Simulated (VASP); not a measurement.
# Al3GaN4 (P-43m) in VASP: a series of runs, part 2 of 2

VASP 6.6.1. The steps go on from the part before.

**4. Relaxation of cell and atoms, PBEsol**

This run uses another cell than the first one, of 10.70 Å³/atom, 1.004 times its volume.

The input, INCAR:

```
PREC = Accurate
ENCUT = 600
EDIFF = 1E-6
ISMEAR = 0
SIGMA = 0.01
LREAL = F
LASPH = T
NELM = 80
ALGO = Normal
ISIF = 3
LWAVE = F
LCHARG = F
GGA = PS
IBRION = 2
NSW = 80
EDIFFG = -0.001
```

The input, KPOINTS:

```
Automatic mesh
0
Gamma
  6 6 6
```

The input, POSCAR:

```
Al3GaN4
1.0
    4.4071832165      0.0000000000      0.0000000000
    0.0000000000      4.4071832165      0.0000000000
    0.0000000000      0.0000000000      4.4071832165
Al Ga N
3 1 4
Direct
    0.5000000000      0.5000000000      0.0000000000
    0.5000000000      0.0000000000      0.5000000000
    0.0000000000      0.5000000000      0.5000000000
    0.0000000000      0.0000000000      0.0000000000
    0.7447085554      0.7447085554      0.2552914446
    0.7447085554      0.2552914446      0.7447085554
    0.2552914446      0.7447085554      0.7447085554
    0.2552914446      0.2552914446      0.2552914446
```

Potentials or basis: VASP PAW PBE potentials, release 64 (Al, Ga_d, N).

Started as:

```console
cat potpaw_PBE.64/Al/POTCAR potpaw_PBE.64/Ga_d/POTCAR potpaw_PBE.64/N/POTCAR > POTCAR
mpirun -np 1 vasp_std > vasp.out
```

OUTCAR:

```text
PREC = Accurate
   ENCUT = 600
   EDIFF = 1E-6
   ISMEAR = 0
   LREAL = F
   LASPH = T
   NELM = 80
   ISIF = 3
   GGA = PS
   IBRION = 2
   NSW = 80
   EDIFFG = -0.001

 ion  position               nearest neighbor table
   1  0.500  0.500  0.000-   5 1.90   6 1.90   7 1.90   8 1.90   3 3.12   4 3.12   2 3.12   2 3.12
                             3 3.12   2 3.12   4 3.12   2 3.12   3 3.12   4 3.12   3 3.12   4 3.12
   2  0.500  0.000  0.500-   5 1.90   6 1.90   7 1.90   8 1.90   3 3.12   4 3.12   1 3.12   1 3.12
                             4 3.12   1 3.12   3 3.12   1 3.12   3 3.12   4 3.12   4 3.12   3 3.12
   3  0.000  0.500  0.500-   5 1.90   6 1.90   7 1.90   8 1.90   2 3.12   4 3.12   1 3.12   1 3.12
                             4 3.12   2 3.12   4 3.12   4 3.12   1 3.12   2 3.12   1 3.12   2 3.12
   4  0.000  0.000  0.000-   5 1.95   6 1.95   7 1.95   8 1.95   2 3.12   3 3.12   1 3.12   2 3.12
                             3 3.12   1 3.12   3 3.12   3 3.12   1 3.12   2 3.12   2 3.12   1 3.12
   5  0.745  0.745  0.255-   1 1.90   2 1.90   3 1.90   4 1.95
   6  0.745  0.255  0.745-   1 1.90   2 1.90   3 1.90   4 1.95
   7  0.255  0.745  0.745-   1 1.90   2 1.90   3 1.90   4 1.95
[... 323 lines left out ...]

------------------------ aborting loop because EDIFF is reached ----------------------------------------
[... 79 lines left out ...]
--------------------------------------- Ionic step       13  -------------------------------------------

 number of electron      41.9999989 magnetization

 Free energy of the ion-electron system (eV)
  ---------------------------------------------------
  ext. energy  EPLUGINS =         0.00000000
  ---------------------------------------------------
  free energy    TOTEN  =       -59.95796151 eV

  energy without entropy =      -59.95796151  energy(sigma->0) =      -59.95796151

 E-fermi :   5.7187     XC(G=0): -11.3321

 val. band max:        5.6260957740   @ k =   0.0000   0.0000   0.0000
 cond. band min:       8.9425037749   @ k =   0.0000   0.0000   0.0000
 fundamental gap:      3.3164080008
 Fermi energy:         5.7186935476

 k-point     1 :       0.0000    0.0000    0.0000
  band No.  band energies     occupation
      1      -9.5362      2.00000
      2      -7.7732      2.00000
      3      -7.7732      2.00000
      4      -7.7732      2.00000
      5      -6.9817      2.00000
      6      -6.9817      2.00000
[... 604 lines left out ...]
  FREE ENERGIE OF THE ION-ELECTRON SYSTEM (eV)
  ---------------------------------------------------
  free  energy   TOTEN  =       -59.9579615097 eV

  energy  without entropy=      -59.9579615097  energy(sigma->0) =      -59.95796151

 reached required accuracy - stopping structural energy minimisation
```

CONTCAR:

```text
Al3GaN4
   1.00000000000000
     4.4057615427532992   -0.0000000000000000    0.0000000000000000
     0.0000000000000000    4.4057615427532992    0.0000000000000000
     0.0000000000000000   -0.0000000000000000    4.4057615427532992
  Al              Ga              N
     3     1     4
Direct
     0.5000000000000000    0.5000000000000000    0.0000000000000000
     0.5000000000000000    0.0000000000000000    0.5000000000000000
     0.0000000000000000    0.5000000000000000    0.5000000000000000
     0.0000000000000000    0.0000000000000000    0.0000000000000000
     0.7447571341624571    0.7447571341624571    0.2552428658375429
     0.7447571341624571    0.2552428658375429    0.7447571341624571
     0.2552428658375429    0.7447571341624571    0.7447571341624571
     0.2552428658375429    0.2552428658375429    0.2552428658375429

  0.00000000E+00  0.00000000E+00  0.00000000E+00
  0.00000000E+00  0.00000000E+00  0.00000000E+00
  0.00000000E+00  0.00000000E+00  0.00000000E+00
  0.00000000E+00  0.00000000E+00  0.00000000E+00
  0.00000000E+00  0.00000000E+00  0.00000000E+00
  0.00000000E+00  0.00000000E+00  0.00000000E+00
  0.00000000E+00  0.00000000E+00  0.00000000E+00
  0.00000000E+00  0.00000000E+00  0.00000000E+00
```

Wall time 3.4 min (1 thread of Intel Xeon 6975P-C (Granite Rapids), shared host); peak memory 0.23 GiB.

Results:

```
Free energy                            : -59.9580 eV
Relaxed volume                         : 10.69 Å³/atom
Relaxed cell                           : a = 4.406 Å, b = 4.406 Å, c = 4.406 Å, α = 90.00°, β = 90.00°, γ = 90.00°
Space group after relaxing (to 0.05 Å) : P-43m (No. 215)
Energy gained by relaxing              : 0.0 meV/atom
Ionic steps                            : 13
Pressure after relaxing                : 0.0 GPa
Band gap on the k mesh                 : 3.32 eV, direct
```

Final structure:
```xyz
8
Lattice="4.4058 0.0000 0.0000 0.0000 4.4058 0.0000 0.0000 0.0000 4.4058" Properties=species:S:1:pos:R:3 pbc="T T T"
Al    2.2029    2.2029    0.0000
Al    2.2029    0.0000    2.2029
Al    0.0000    2.2029    2.2029
Ga    0.0000    0.0000    0.0000
N     3.2812    3.2812    1.1245
N     3.2812    1.1245    3.2812
N     1.1245    3.2812    3.2812
N     1.1245    1.1245    1.1245
```

Levels at points of the mesh, in eV from the valence-band top:
```
           k point  band 17  band 18  band 19  band 20  band 21  band 22  band 23  band 24  band 25  band 26
(0.00, 0.00, 0.00)    -1.98    -1.98     0.00     0.00     0.00     3.32     3.32     3.32     3.44     6.92
(0.50, 0.00, 0.00)    -2.64    -1.22    -1.22    -0.94    -0.94     5.53     5.59     6.05     6.05     8.46
(0.50, 0.50, 0.00)    -2.57    -0.83    -0.55    -0.54    -0.54     7.30     7.47     7.47     7.74     7.93
(0.50, 0.50, 0.50)    -0.59    -0.59    -0.38    -0.38    -0.38     5.47     6.92     6.92     6.92     9.37
```

Caveat: the PAW data sets were made with another functional, which shifts forces and pressure a little. A k mesh can miss the band edges.

**5. Single point, PBEsol**

This run uses another cell than the first one, of 10.70 Å³/atom, 1.004 times its volume.

The input, INCAR:

```
SYSTEM = Al3GaN4
ALGO = Normal
EDIFF = 1E-6
ENCUT = 520
GGA = PS
ISIF = 2
ISMEAR = 0
LASPH = .True.
LCHARG = .False.
LREAL = .False.
LWAVE = .False.
NBANDS = 31
NELM = 100
PREC = Accurate
SIGMA = 0.02
```

The input, KPOINTS:

```
k-points
0
Gamma
  6 6 6
  0 0 0
```

The input, POSCAR:

```
Al3GaN4
1.0
    4.4069948378      0.0000000000      0.0000000000
    0.0000000000      4.4069948378      0.0000000000
    0.0000000000      0.0000000000      4.4069948378
Al Ga N
3 1 4
Direct
    0.5000000000      0.5000000000      0.0000000000
    0.5000000000      0.0000000000      0.5000000000
    0.0000000000      0.5000000000      0.5000000000
    0.0000000000      0.0000000000      0.0000000000
    0.7447077174      0.7447077174      0.2552922826
    0.7447077174      0.2552922826      0.7447077174
    0.2552922826      0.7447077174      0.7447077174
    0.2552922826      0.2552922826      0.2552922826
```

Potentials or basis: VASP PAW PBE potentials, release 64 (Al, Ga_d, N).

Started as:

```console
cat potpaw_PBE.64/Al/POTCAR potpaw_PBE.64/Ga_d/POTCAR potpaw_PBE.64/N/POTCAR > POTCAR
mpirun -np 1 vasp_std > vasp.out
```

OUTCAR:

```text
SYSTEM = Al3GaN4
   EDIFF = 1E-6
   ENCUT = 520
   GGA = PS
   ISIF = 2
   ISMEAR = 0
   LASPH = .True.
   LREAL = .False.
   NELM = 100
   PREC = Accurate

 ion  position               nearest neighbor table
   1  0.500  0.500  0.000-   5 1.90   6 1.90   7 1.90   8 1.90   3 3.12   4 3.12   2 3.12   2 3.12
                             3 3.12   2 3.12   4 3.12   2 3.12   3 3.12   4 3.12   3 3.12   4 3.12
   2  0.500  0.000  0.500-   5 1.90   6 1.90   7 1.90   8 1.90   3 3.12   4 3.12   1 3.12   1 3.12
                             4 3.12   1 3.12   3 3.12   1 3.12   3 3.12   4 3.12   4 3.12   3 3.12
   3  0.000  0.500  0.500-   5 1.90   6 1.90   7 1.90   8 1.90   2 3.12   4 3.12   1 3.12   1 3.12
                             4 3.12   2 3.12   4 3.12   4 3.12   1 3.12   2 3.12   1 3.12   2 3.12
   4  0.000  0.000  0.000-   5 1.95   6 1.95   7 1.95   8 1.95   2 3.12   3 3.12   1 3.12   2 3.12
                             3 3.12   1 3.12   3 3.12   3 3.12   1 3.12   2 3.12   2 3.12   1 3.12
   5  0.745  0.745  0.255-   1 1.90   2 1.90   3 1.90   4 1.95
   6  0.745  0.255  0.745-   1 1.90   2 1.90   3 1.90   4 1.95
   7  0.255  0.745  0.745-   1 1.90   2 1.90   3 1.90   4 1.95
   8  0.255  0.255  0.255-   1 1.90   2 1.90   3 1.90   4 1.95

  LATTYP: Found a simple cubic cell.
 ALAT       =     4.4069948378

  Lattice vectors:

 A1 = (   4.4069948378,   0.0000000000,   0.0000000000)
 A2 = (   0.0000000000,   4.4069948378,   0.0000000000)
 A3 = (   0.0000000000,   0.0000000000,   4.4069948378)

Analysis of symmetry for initial positions (statically):
=====================================================================
 Subroutine PRICEL returns:
 Original cell was already a primitive cell.

 Routine SETGRP: Setting up the symmetry group for a
 simple cubic supercell.

 Subroutine GETGRP returns: Found 24 space group operations
 (whereof 24 operations were pure point group operations)
 out of a pool of 48 trial point group operations.

The static configuration has the point symmetry T_d .

Analysis of symmetry for dynamics (positions and initial velocities):
[... 146 lines left out ...]
   IVDW    =     0    specifies the selected vdW correction
   LEPSILON=     F    determine dielectric tensor
   LRPA    =     F    only Hartree local field effects (RPA)
 non-spin polarized calculation
 Gauss-broadening in eV      SIGMA  =   0.02
  energy-cutoff  :      520.00
  volume of cell :       85.59
 maximum number of plane-waves:      2325
 NGX is ok and might be reduce to    36
   NGX = 17   NGY = 17   NGZ = 17

 number of electron      41.9999989 magnetization

 Free energy of the ion-electron system (eV)
  ---------------------------------------------------
  ext. energy  EPLUGINS =         0.00000000
  ---------------------------------------------------
  free energy    TOTEN  =       -59.95109958 eV

  energy without entropy =      -59.95109958  energy(sigma->0) =      -59.95109958

 E-fermi :   5.7482     XC(G=0): -11.3282

 val. band max:        5.6178766756   @ k =   0.0000   0.0000   0.0000
 cond. band min:       8.9338054058   @ k =   0.0000   0.0000   0.0000
 fundamental gap:      3.3159287302
 Fermi energy:         5.7481752132

 k-point     1 :       0.0000    0.0000    0.0000
  band No.  band energies     occupation
      1      -9.5379      2.00000
      2      -7.7793      2.00000
      3      -7.7793      2.00000
      4      -7.7793      2.00000
      5      -6.9918      2.00000
      6      -6.9918      2.00000
[... 669 lines left out ...]
     30      16.2671      0.00000
     31      16.3344      0.00000

------------------------ aborting loop because EDIFF is reached ----------------------------------------

  FORCE on cell =-STRESS in cart. coord.  units (eV):
  Direction    XX          YY          ZZ          XY          YZ          ZX
  --------------------------------------------------------------------------------------
  -------------------------------------------------------------------------------------
  Total       -0.0278947     -0.0278947     -0.0278947      0.0000000      0.0000000     -0.0000000
  in kB       -0.5221608     -0.5221608     -0.5221608      0.0000000      0.0000000     -0.0000000
  external PRESSURE =      -0.5221608 kB  Pullay stress =       0.0000000 kB

 VOLUME and BASIS-vectors are now :
 -----------------------------------------------------------------------------
  energy-cutoff  :      520.00
  volume of cell :       85.59
      direct lattice vectors                 reciprocal lattice vectors
     4.406994838  0.000000000  0.000000000     0.226911997  0.000000000  0.000000000
     0.000000000  4.406994838  0.000000000     0.000000000  0.226911997  0.000000000
     0.000000000  0.000000000  4.406994838     0.000000000  0.000000000  0.226911997

 POSITION                                       TOTAL-FORCE (eV/Angst)
 -----------------------------------------------------------------------------------
      2.20350      2.20350      0.00000        -0.000000      0.000000     -0.000000
      2.20350      0.00000      2.20350         0.000000      0.000000      0.000000
      0.00000      2.20350      2.20350        -0.000000      0.000000      0.000000
      0.00000      0.00000      0.00000         0.000000      0.000000      0.000000
      3.28192      3.28192      1.12507         0.004684      0.004684     -0.004684
      3.28192      1.12507      3.28192         0.004684     -0.004684      0.004684
      1.12507      3.28192      3.28192        -0.004684      0.004684      0.004684
      1.12507      1.12507      1.12507        -0.004684     -0.004684     -0.004684
 -----------------------------------------------------------------------------------
    total drift:                                0.000000      0.000000      0.000000

  FREE ENERGIE OF THE ION-ELECTRON SYSTEM (eV)
  ---------------------------------------------------
  free  energy   TOTEN  =       -59.9510995812 eV

  energy  without entropy=      -59.9510995812  energy(sigma->0) =      -59.95109958
```

Wall time 47 s (1 thread of Intel Xeon Platinum 8375C at 2.90GHz (Ice Lake), shared host); peak memory 0.22 GiB.

What came out:

```yaml
Free_energy: -59.9511 eV
Pressure: -0.1 GPa
Largest_force: 0.008 eV/Å
Band_gap_on_the_k_mesh: 3.32 eV, direct
```

Forces on the atoms (eV/Å):
```
Al   0.000  0.000  0.000
Al   0.000  0.000  0.000
Al   0.000  0.000  0.000
Ga   0.000  0.000  0.000
N    0.005  0.005 -0.005
N    0.005 -0.005  0.005
N   -0.005  0.005  0.005
N   -0.005 -0.005 -0.005
```

Caveat: the PAW data sets were made with another functional, which shifts forces and pressure a little. A k mesh can miss the band edges.

**6. Overview**

| task | cell | cutoff (eV) | smearing | gap on the mesh (eV) | pressure (GPa) | relaxed volume (Å³/atom) |
| --- | --- | --- | --- | --- | --- | --- |
| relaxation of cell and atoms | relaxed from a = 4.401 Å, 8 atoms | 600 | gaussian 0.02 eV | 3.32 | -0.1 | 10.69 |
| relaxation of cell and atoms | relaxed from a = 4.407 Å, 8 atoms | 600 | gaussian 0.01 eV | 3.32 | 0.0 | 10.69 |
| single point | a = 4.407 Å, 8 atoms | 520 | gaussian 0.02 eV | 3.32 | -0.1 | - |

Alike in all rows: level PBEsol; potentials or basis VASP PAW PBE potentials, release 64 (Al, Ga_d, N); no spin polarisation; k mesh 6 × 6 × 6.

Caveats: the PAW data sets were made with another functional, which shifts forces and pressure a little.

Total energies depend on the potentials used, so only differences within one code and one set of settings carry meaning.
